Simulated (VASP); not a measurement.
Ag: single point with PBE

Crystal: Ag.

```
Ag
1.0
     0.00000    2.09433    2.07360
     2.05286    0.00000    2.07360
     2.05286    2.09433    0.00000
Ag
1
Direct
  0.00000 0.00000 0.00000
```

This cell differs from its parent crystal: strain -0.0100 x Voigt [1, -1, 0, 0, 0, 0].

| Quantity | Value |
| --- | --- |
| Program | VASP 6.6.1 |
| Task | single point |
| Functional | PBE |
| Potentials or basis | VASP PAW PBE potentials, release 64 (Ag) |
| Cutoff | 520 eV |
| k mesh | 24 × 24 × 24 |
| Occupations | gaussian, width 0.15 eV |
| Spin | no spin polarisation |

```
Pressure : -0.1 GPa
```

Stress tensor (GPa, compression positive):
```
 0.26  0.00  0.00
 0.00 -0.46  0.00
 0.00  0.00 -0.05
```

Levels at points of the mesh, in eV from the Fermi level:
```tsv
k point	band 1	band 2	band 3	band 4	band 5	band 6	band 7	band 8	band 9	band 10
(0.00, 0.00, 0.00)	-7.49	-4.76	-4.70	-4.64	-3.80	-3.69	15.87	19.07	19.18	19.30
(0.50, 0.00, 0.00)	-6.17	-4.77	-4.67	-3.03	-2.99	-0.33	3.31	15.08	17.18	17.58
(0.50, 0.50, 0.00)	-6.21	-6.08	-3.04	-2.86	-2.78	1.60	6.35	10.39	10.40	16.61
(0.50, 0.00, 0.50)	-6.21	-6.09	-3.04	-2.84	-2.80	1.43	6.11	10.56	10.57	16.77
(0.00, 0.50, 0.50)	-6.21	-6.08	-3.04	-2.84	-2.79	1.77	6.59	10.21	10.22	16.44
```

It took 17 min on 1 thread of AMD EPYC 7R13 (shared host), peak memory 0.47 GiB.

Caveat: the cell differs from its parent crystal (strain -0.0100 x Voigt [1, -1, 0, 0, 0, 0]).
